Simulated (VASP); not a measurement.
Here is a VASP 6.6.1 calculation.

The input INCAR:

```
SYSTEM = BN
PREC = Accurate ; ENCUT = 600
EDIFF = 1E-6 ; ISMEAR = 0
SIGMA = 0.01 ; LREAL = .FALSE.
LASPH = .TRUE. ; NELM = 120
ALGO = Normal ; ISIF = 2
LWAVE = .FALSE. ; LCHARG = .FALSE.
GGA = PS ; ISYM = 0
NBANDS = 11 ; GGA_COMPAT = .FALSE.
```

KPOINTS

```
Automatic mesh
0
Gamma
  8 8 8
  0 0 0.5
```

File POSCAR:

```
BN
1.0
    0.0000000000      1.8048254535      1.8048254535
    1.8048254535      0.0000000000      1.8048254535
    1.8048254535      1.8048254535      0.0000000000
B N
1 1
Direct
    0.0000000000      0.0000000000      0.0000000000
    0.2500000000      0.2500000000      0.2500000000
```

Potentials or basis: VASP PAW PBE potentials, release 64 (B, N).

The run is started by

```sh
$ cat potpaw_PBE.64/B/POTCAR potpaw_PBE.64/N/POTCAR > POTCAR
$ mpirun -np 1 vasp_std > vasp.out
```

(1) Predict the pressure.

(2) What does it give for the band gap on the k mesh?

Answers

(1) -0.9 GPa.

(2) 4.72 eV, indirect (least direct gap 8.94 eV).

Caveat: the PAW data sets were made with another functional, which shifts forces and pressure a little.
